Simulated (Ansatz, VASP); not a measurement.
**HfSi15O32 in VASP and in Ansatz**

```
Hf Si O
1.0
    -4.98200    4.98200    6.96300
     4.98200   -4.98200    6.96300
     4.98200    4.98200   -6.96300
Hf Si O
1 15 32
Direct
  0.14949 0.14949 0.29897
  0.64948 0.64948 0.29897
  0.64948 0.14949 0.79897
  0.14949 0.64948 0.79897
  0.52448 0.22551 0.50000
  0.02448 0.72552 0.50000
  0.02448 0.22551 0.00000
  0.52448 0.72552 0.00000
  0.60052 0.60052 0.70103
  0.10051 0.10051 0.70103
  0.10051 0.60052 0.20103
  0.60052 0.10051 0.20103
  0.47552 0.77448 0.50000
  0.97552 0.27448 0.50000
  0.97552 0.77448 0.00000
  0.47552 0.27448 0.00000
  0.14080 0.20901 0.17168
  0.64080 0.70901 0.17168
  0.64080 0.20901 0.67168
  0.14080 0.70901 0.67168
  0.58401 0.41233 0.56821
  0.08401 0.91233 0.56821
  0.08401 0.41233 0.06821
  0.58401 0.91233 0.06821
  0.78733 0.71912 0.82832
  0.28733 0.21912 0.82832
  0.28733 0.71912 0.32832
  0.78733 0.21912 0.32832
  0.59412 0.76580 0.43179
  0.09412 0.26580 0.43179
  0.09412 0.76580 0.93179
  0.59412 0.26580 0.93179
  0.48420 0.65588 0.56821
  0.98420 0.15588 0.56821
  0.98420 0.65588 0.06821
  0.48420 0.15588 0.06821
  0.54099 0.60920 0.82832
  0.04099 0.10920 0.82832
  0.04099 0.60920 0.32832
  0.54099 0.10920 0.32832
  0.33767 0.16599 0.43179
  0.83767 0.66599 0.43179
  0.83767 0.16599 0.93179
  0.33767 0.66599 0.93179
  0.53088 0.46267 0.17168
  0.03088 0.96267 0.17168
  0.03088 0.46267 0.67168
  0.53088 0.96267 0.67168
```

Alike in both runs: task electric field gradients; functional PBE; k mesh 3 × 3 × 3; occupations fermi-dirac, width 0.01 eV; no spin polarisation.

```csv
,VASP,Ansatz
version,VASP 6.6.1,Ansatz 0.2.0
potentials or method,"VASP PAW PBE potentials, release 64 (Hf_pv, Si, O)","plane-wave PAW, scalar-relativistic"
plane-wave cutoff (eV),520,420
valence electrons in the cell,262,278
```

```csv
,VASP,Ansatz,Ansatz less VASP
gap on the k mesh at the Fermi level (eV),5.66,5.68,+0.020
pressure (GPa),17.5,17.1,-0.46
"traceless stress, the component that is largest in VASP (GPa)",0.68,0.67,-0.009
rms of the force components (eV/Å),3.518,3.400,-0.1181
size of Vzz on the site where it differs most (V/Å²),86.3,90.8,+4.50
```

Atom by atom the forces differ by 0.119 eV/Å (rms over components). With one functional, cell and mesh, what is left measures potentials, basis and numerics. VASP's potentials hold 262 valence electrons a cell and Ansatz's 278, so a difference there can come from the potentials and not from the codes.

Spin-orbit coupling is off throughout.
